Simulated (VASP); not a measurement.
# CaSe (I4/mmm) in VASP: a series of runs

Aim: see how the results for CaSe move with the level of theory and the settings. Levels: PBE, r2SCAN. Tasks: single point.

All numbers are computed with VASP 6.6.1; they aren't measurements. Logs are shortened: lines on timing, memory, paths and dates and some standing lists are left out, and cuts for length are marked.

### 1 The cell of the first run

It takes space group I4/mmm (No. 139, tetragonal). The conventional cell has a = 4.315 Å, b = 4.315 Å, c = 5.935 Å, α = 90.00°, β = 90.00°, γ = 90.00°. Within 3.9 Å of Ca (site symmetry 4/mmm) lie 6 Se at 2.97 to 3.05 Å. Se (site symmetry 4/mmm) has 6 Ca at 2.97 to 3.05 Å within 3.9 Å.

### 2 Single point, PBE (biaxial xy strain +2.8%)

Input file INCAR:

```
SYSTEM = CaSe
ALGO = Normal
EDIFF = 1E-6
ENCUT = 520
GGA = PE
ISIF = 2
ISMEAR = -1
LASPH = .TRUE.
LCHARG = .TRUE.
LELF = .TRUE.
LREAL = .FALSE.
LVHAR = .TRUE.
LWAVE = .FALSE.
NBANDS = 15
NELM = 100
PREC = Accurate
SIGMA = 0.02
```

Input file KPOINTS:

```
k-points
0
G
  8 8 8
  0 0 0
```

Input file POSCAR:

```
CaSe
1.0
    0.0000000000      3.0515163699      2.9675351259
    3.0515163699      0.0000000000      2.9675351259
    3.0515163699      3.0515163699      0.0000000000
Ca Se
1 1
Direct
    0.0000000000      0.0000000000      0.0000000000
    0.5000000000      0.5000000000      0.5000000000
```

Potentials or basis: VASP PAW PBE potentials, release 64 (Ca_sv, Se).

Launch:

```sh
> cat potpaw_PBE.64/Ca_sv/POTCAR potpaw_PBE.64/Se/POTCAR > POTCAR
> mpirun -np 1 vasp_std > vasp.out
```

OUTCAR:

```text
SYSTEM = CaSe
   EDIFF = 1E-6
   ENCUT = 520
   GGA = PE
   ISIF = 2
   ISMEAR = -1
   LASPH = .TRUE.
   LREAL = .FALSE.
   NELM = 100
   PREC = Accurate

 ion  position               nearest neighbor table
   1  0.000  0.000  0.000-   2 2.97   2 2.97
   2  0.500  0.500  0.500-   1 2.97   1 2.97

  LATTYP: Found a body centered tetragonal cell.
 ALAT       =     4.3154958361
 C/A-ratio  =     1.3752927768

  Lattice vectors:

 A1 = (   0.0000000000,  -3.0515163699,  -2.9675351259)
 A2 = (   0.0000000000,   3.0515163699,  -2.9675351259)
 A3 = (   3.0515163699,   0.0000000000,   2.9675351259)

Analysis of symmetry for initial positions (statically):
=====================================================================
 Subroutine PRICEL returns:
 Original cell was already a primitive cell.

 Routine SETGRP: Setting up the symmetry group for a
 body centered tetragonal supercell.

 Subroutine GETGRP returns: Found 16 space group operations
 (whereof 16 operations were pure point group operations)
 out of a pool of 16 trial point group operations.

The static configuration has the point symmetry D_4h.

Analysis of symmetry for dynamics (positions and initial velocities):
=====================================================================
 Subroutine PRICEL returns:
 Original cell was already a primitive cell.

 Routine SETGRP: Setting up the symmetry group for a
 body centered tetragonal supercell.

 Subroutine GETGRP returns: Found 16 space group operations
 (whereof 16 operations were pure point group operations)
 out of a pool of 16 trial point group operations.

The dynamic configuration has the point symmetry D_4h.

 Subroutine INISYM returns: Found 16 space group operations
 (whereof 16 operations are pure point group operations),
 and found     1 'primitive' translations

----------------------------------------------------------------------------------------

                                     Primitive cell

  volume of cell :      55.2659

  direct lattice vectors                    reciprocal lattice vectors
     0.000000000  3.051516370  2.967535126    -0.163852963  0.163852963  0.168490002
     3.051516370  0.000000000  2.967535126     0.163852963 -0.163852963  0.168490002
     3.051516370  3.051516370  0.000000000     0.163852963  0.163852963 -0.168490002

  length of vectors
     4.256526387  4.256526387  4.315495836     0.286503871  0.286503871  0.286503871

  position of ions in fractional coordinates (direct lattice)
     0.000000000  0.000000000  0.000000000
     0.500000000  0.500000000  0.500000000

  ion indices of the primitive-cell ions
   primitive index   ion index
                 1           1
                 2           2

----------------------------------------------------------------------------------------

 KPOINTS: k-points

Automatic generation of k-mesh.
 Grid dimensions read from file:
 generate k-points for:    8    8    8

 Generating k-lattice:

  Cartesian coordinates                     Fractional coordinates (reciprocal lattice)
    -0.020481620  0.020481620  0.021061250     0.125000000  0.000000000  0.000000000
     0.020481620 -0.020481620  0.021061250     0.000000000  0.125000000  0.000000000
     0.020481620  0.020481620 -0.021061250    -0.000000000 -0.000000000  0.125000000

  Length of vectors
     0.035812984  0.035812984  0.035812984

  Shift w.r.t. Gamma in fractional coordinates (k-lattice)
     0.000000000  0.000000000  0.000000000

 Subroutine IBZKPT returns following result:
 ===========================================

 Found     59 irreducible k-points:

 Following reciprocal coordinates:
            Coordinates               Weight
  0.000000  0.000000  0.000000      1.000000
  0.125000  0.000000  0.000000      8.000000
  0.250000  0.000000  0.000000      8.000000
  0.375000  0.000000  0.000000      8.000000
  0.500000  0.000000  0.000000      4.000000
  0.125000  0.125000  0.000000      2.000000
[... 16 lines left out ...]
  0.250000  0.000000  0.125000     16.000000
  0.375000  0.000000  0.125000     16.000000
 [... further k-points ...]
   k-points           NKPTS =     59   k-points in BZ     NKDIM =     59   number of bands    NBANDS=     15
   number of dos      NEDOS =    301   number of ions     NIONS =      2
   total plane-waves  NPLWV =  32768
   dimension x,y,z NGX =    32 NGY =   32 NGZ =   32
   dimension x,y,z NGXF=    64 NGYF=   64 NGZF=   64
   ions per type =               1   1
   NGX,Y,Z   is equivalent  to a cutoff of  12.50, 12.50, 12.33 a.u.
   NGXF,Y,Z  is equivalent  to a cutoff of  25.00, 25.00, 24.65 a.u.
 SYSTEM =  CaSe
   PREC   = accura    normal or accurate (medium, high low for compatibility)
   ISTART =      0    job   : 0-new  1-cont  2-samecut
   ICHARG =      2    charge: 1-file 2-atom 10-const
   ISPIN  =      1    spin polarized calculation?
   LNONCOLLINEAR =      F non collinear calculations
   LSORBIT =      F    spin-orbit coupling
   LASPH  =      T    aspherical Exc in radial PAW
   ENCUT  =  520.0 eV  38.22 Ry    6.18 a.u.   7.91  7.91  8.02*2*pi/ulx,y,z
   NELM   =    100;   NELMIN=  2; NELMDL= -5     # of ELM steps
   EDIFF  = 0.1E-05   stopping-criterion for ELM
   LREAL  =      F    real-space projection
   EDIFFG = 0.1E-04   stopping-criterion for IOM
   NSW    =      0    number of steps for IOM
   IBRION =     -1    ionic relax: 0-MD 1-quasi-New 2-CG
   NFREE  =      0    steps in history (QN), initial steepest desc. (CG)
   ISIF   =      2    stress and relaxation
   ISYM   =      2    0-nonsym 1-usesym 2-fastsym
   POTIM  = 0.5000    time-step for ionic-motion
   TEBEG  =    0.0;   TEEND  =   0.0 temperature during run
   PSTRESS=    0.0 pullay stress
   NELECT =      16.0000    total number of electrons
   NUPDOWN=      -1.0000    fix difference up-down
   EMIN   =  10.00;   EMAX   =-10.00  energy-range for DOS
   EFERMI =   0.00;   METHOD = LEGACY
   ISMEAR =    -1;   SIGMA  =   0.02  broadening in eV -4-tet -1-fermi 0-gaus
   EFERMI_NEDOS =   21; number of points for ismear=-14 and -15
   IALGO  =     38    algorithm
   IMIX   =      4    mixing-type and parameters
     AMIX     =   0.40;   BMIX     =  1.00
     AMIX_MAG =   1.60;   BMIX_MAG =  1.00
  volume/ion in A,a.u.               =      27.63       186.48
  Fermi-wavevector in a.u.,A,eV,Ry     =   1.083002  2.046576 15.958169  1.172892
  Thomas-Fermi vector in A             =   2.219057
   LORBIT       =      0    0 simple, 1 ext, 2 COOP (PROOUT), +10 PAW based schemes
   GGA     = PE    functional components
   LHFCALC =     F    Hartree Fock is set to
   AEXX    =    0.0000 exact exchange contribution
   IVDW    =     0    specifies the selected vdW correction
   LEPSILON=     F    determine dielectric tensor
   LRPA    =     F    only Hartree local field effects (RPA)
 non-spin polarized calculation
  energy-cutoff  :      520.00
  volume of cell :       55.27
 maximum number of plane-waves:      1512
   NGX = 15   NGY = 15   NGZ = 17

 number of electron      16.0000003 magnetization

 Free energy of the ion-electron system (eV)
  ---------------------------------------------------
  ext. energy  EPLUGINS =         0.00000000
  ---------------------------------------------------
  free energy    TOTEN  =        -9.46716361 eV

  energy without entropy =       -9.46716361  energy(sigma->0) =       -9.46716361

 E-fermi :   2.5078     XC(G=0):  -8.8795

 val. band max:        2.0082059332   @ k =   0.0000   0.0000   0.0000
 cond. band min:       4.1655756080   @ k =   0.5000   0.5000   0.0000
 fundamental gap:      2.1573696748
 Fermi energy:         2.5078028691

 k-point     1 :       0.0000    0.0000    0.0000
  band No.  band energies     occupation
      1     -37.9450      2.00000
      2     -18.9311      2.00000
      3     -18.9311      2.00000
      4     -18.9208      2.00000
      5      -9.5751      2.00000
      6       2.0069      2.00000
      7       2.0082      2.00000
      8       2.0082      2.00000
      9       4.9867      0.00000
     10       5.6705      0.00000
     11       5.6705      0.00000
     12       5.8381      0.00000
     13       6.1872      0.00000
     14       6.3032      0.00000
     15      11.6287      0.00000

 k-point     2 :       0.1250    0.0000    0.0000
  band No.  band energies     occupation
      1     -37.9443      2.00000
      2     -18.9412      2.00000
      3     -18.9322      2.00000
      4     -18.9238      2.00000
      5      -9.4967      2.00000
      6       1.2868      2.00000
      7       1.7972      2.00000
      8       1.7995      2.00000
      9       5.4642      0.00000
     10       5.8733      0.00000
     11       5.9456      0.00000
     12       6.0977      0.00000
     13       6.5424      0.00000
     14       6.6854      0.00000
     15      11.6865      0.00000

 k-point     3 :       0.2500    0.0000    0.0000
  band No.  band energies     occupation
      1     -37.9427      2.00000
      2     -18.9699      2.00000
      3     -18.9351      2.00000
      4     -18.9263      2.00000
      5      -9.2986      2.00000
      6       0.1392      2.00000
      7       1.3856      2.00000
      8       1.3911      2.00000
      9       5.6642      0.00000
     10       6.3626      0.00000
     11       6.4187      0.00000
     12       7.2969      0.00000
     13       7.4246      0.00000
     14       7.6474      0.00000
     15      11.0483      0.00000
[... 343 lines left out ...]
 k-point    23 :       0.2500    0.0000    0.1250
  band No.  band energies     occupation
      1     -37.9428      2.00000
      2     -18.9614      2.00000
      3     -18.9370      2.00000
      4     -18.9286      2.00000
      5      -9.3365      2.00000
      6       0.3351      2.00000
      7       1.4279      2.00000
      8       1.5284      2.00000
      9       5.3555      0.00000
     10       6.1896      0.00000
     11       6.5342      0.00000
     12       6.8558      0.00000
     13       6.9532      0.00000
     14       8.2439      0.00000
     15      11.1984      0.00000

 k-point    24 :       0.3750    0.0000    0.1250
  band No.  band energies     occupation
      1     -37.9412      2.00000
      2     -18.9878      2.00000
      3     -18.9405      2.00000
      4     -18.9316      2.00000
      5      -9.1397      2.00000
      6      -0.4217      2.00000
      7       0.9867      2.00000
      8       1.1850      2.00000
      9       5.6637      0.00000
     10       6.8936      0.00000
     11       7.0859      0.00000
     12       7.5373      0.00000
     13       7.7649      0.00000
     14       8.9111      0.00000
     15      10.0926      0.00000

 [... further k-points ...]
[... 5 lines left out ...]
  --------------------------------------------------------------------------------------
  -------------------------------------------------------------------------------------
  Total       -0.8229011     -0.8229011     -0.1261312      0.0000000      0.0000000     -0.0000000
  in kB      -23.8561820    -23.8561820     -3.6565871      0.0000000      0.0000000     -0.0000000
  external PRESSURE =     -17.1229837 kB  Pullay stress =       0.0000000 kB

 VOLUME and BASIS-vectors are now :
 -----------------------------------------------------------------------------
  energy-cutoff  :      520.00
  volume of cell :       55.27
      direct lattice vectors                 reciprocal lattice vectors
     0.000000000  3.051516370  2.967535126    -0.163852963  0.163852963  0.168490002
     3.051516370  0.000000000  2.967535126     0.163852963 -0.163852963  0.168490002
     3.051516370  3.051516370  0.000000000     0.163852963  0.163852963 -0.168490002

 POSITION                                       TOTAL-FORCE (eV/Angst)
 -----------------------------------------------------------------------------------
      0.00000      0.00000      0.00000         0.000000      0.000000     -0.000000
      3.05152      3.05152      2.96754         0.000000     -0.000000      0.000000
 -----------------------------------------------------------------------------------
    total drift:                                0.000000     -0.000000     -0.000000

  FREE ENERGIE OF THE ION-ELECTRON SYSTEM (eV)
  ---------------------------------------------------
  free  energy   TOTEN  =        -9.4671636051 eV

  energy  without entropy=       -9.4671636051  energy(sigma->0) =       -9.46716361
```

Run time: 44 s. Hardware: 1 thread of Intel Xeon Platinum 8259CL at 2.50GHz (Skylake/Cascade Lake), shared host; peak memory 0.2 GiB.

What came out:

| Item | Value |
| --- | --- |
| Free energy | -9.4672 eV |
| Pressure | -1.7 GPa |
| Band gap on the k mesh | 2.16 eV, indirect (least direct gap 2.98 eV) |

Stress tensor (GPa, compression positive):
```
-2.39  0.00  0.00
 0.00 -2.39  0.00
 0.00  0.00 -0.37
```

Levels at points of the mesh, in eV from the valence-band top:
| k point | band 5 | band 6 | band 7 | band 8 | band 9 | band 10 | band 11 | band 12 |
| --- | --- | --- | --- | --- | --- | --- | --- | --- |
| (0.00, 0.00, 0.00) | -11.58 | 0.00 | 0.00 | 0.00 | 2.98 | 3.66 | 3.66 | 3.83 |
| (0.50, 0.00, 0.00) | -11.00 | -3.04 | -1.07 | -1.07 | 4.40 | 5.28 | 5.33 | 5.37 |
| (0.50, 0.50, 0.00) | -11.06 | -2.30 | -0.93 | -0.93 | 2.16 | 4.75 | 4.96 | 5.78 |
| (0.50, 0.00, 0.50) | -11.09 | -2.38 | -0.88 | -0.81 | 2.17 | 4.72 | 4.96 | 5.74 |

Caveat: the cell differs from its parent crystal (biaxial xy strain +2.8%). A k mesh can miss the band edges.

[end of part 1 of 2]
